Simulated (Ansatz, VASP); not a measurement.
## Two plane-wave programs on Ni

INCAR

```
SYSTEM = Ni
PREC     = Accurate       ! precision mode
ENCUT    = 520            ! plane-wave cutoff, eV
EDIFF    = 1E-7           ! SCF threshold, eV
ISMEAR   = 0              ! smearing method
SIGMA    = 0.15           ! smearing width, eV
LREAL    = .FALSE.        ! projectors in reciprocal space
LASPH    = .TRUE.         ! aspherical terms in the spheres
NELM     = 150            ! most SCF steps
ALGO     = Normal         ! electronic algorithm
ISIF     = 2              ! what is computed and relaxed
LWAVE    = .FALSE.        ! write WAVECAR
LCHARG   = .TRUE.         ! write CHGCAR
ISPIN    = 2              ! spin polarisation
MAGMOM   = 0.81           ! initial moments
LORBIT   = 11             ! projections on sites
LMAXMIX  = 4              ! l up to which the mixer works
GGA      = PE             ! functional
LELF     = .TRUE.         ! ELF
LVHAR    = .TRUE.       
NBANDS   = 15             ! bands
```

Contents of KPOINTS:

```
Automatic mesh
0
G
  22 22 22
  0 0 0
```

The input POSCAR:

```
Ni
1.0
    0.0000000000      1.8209885000      1.7679500000
    1.8209885000      0.0000000000      1.7679500000
    1.8209885000      1.8209885000      0.0000000000
Ni
1
Direct
    0.0000000000      0.0000000000      0.0000000000
```

Input for Ansatz:

```yaml
crystal:
  lattice:
    - [0.0, 1.8209885, 1.76795]
    - [1.8209885, 0.0, 1.76795]
    - [1.8209885, 1.8209885, 0.0]
  atoms:
    - { symbol: Ni, position: [0.0, 0.0, 0.0], spin: 0.81 }
basis:
  ecutwfc: 420
kpoints:
  mp_grid: { grid: [22, 22, 22] }
hamiltonian:
  xc: pbe
scf:
  occupations: { method: gaussian, width: 0.15 }
output:
  forces: true
  stress: true
  eigenvalues: true
  populations: true
magnetization:
  spin_polarized: true
```

Change from the starting cell: strain +0.030 along x and y, +0.000 along z, atoms carried along.

Alike in both runs: task single point; functional PBE; k mesh 22 × 22 × 22; occupations gaussian, width 0.15 eV; collinear spin.

|  | VASP | Ansatz |
| --- | --- | --- |
| version | VASP 6.6.1 | Ansatz 0.2.0 |
| potentials or method | VASP PAW PBE potentials, release 64 (Ni), cutoff 520 eV | scalar-relativistic, plane waves, PAW |
| valence electrons in the cell | 10 | 18 |

```csv
,VASP,Ansatz,Ansatz less VASP
gap on the k mesh at the Fermi level (eV),none,none,-
pressure (GPa),-11.9,-12.1,-0.17
"traceless stress, the component that is largest in VASP (GPa)",1.74,1.82,+0.078
net moment per atom (μB),0.65,0.66,+0.012
size of the moment on the site where the two differ most (μB),0.67,0.70,+0.036
```

Site moments also hang on the region over which each program counts them. A gap of «none» marks a metal or a gap that the smearing closes. With one functional, cell and mesh, what is left measures potentials, basis and numerics. VASP's potentials hold 10 valence electrons a cell and Ansatz's 18, so a difference there can come from the potentials and not from the codes.
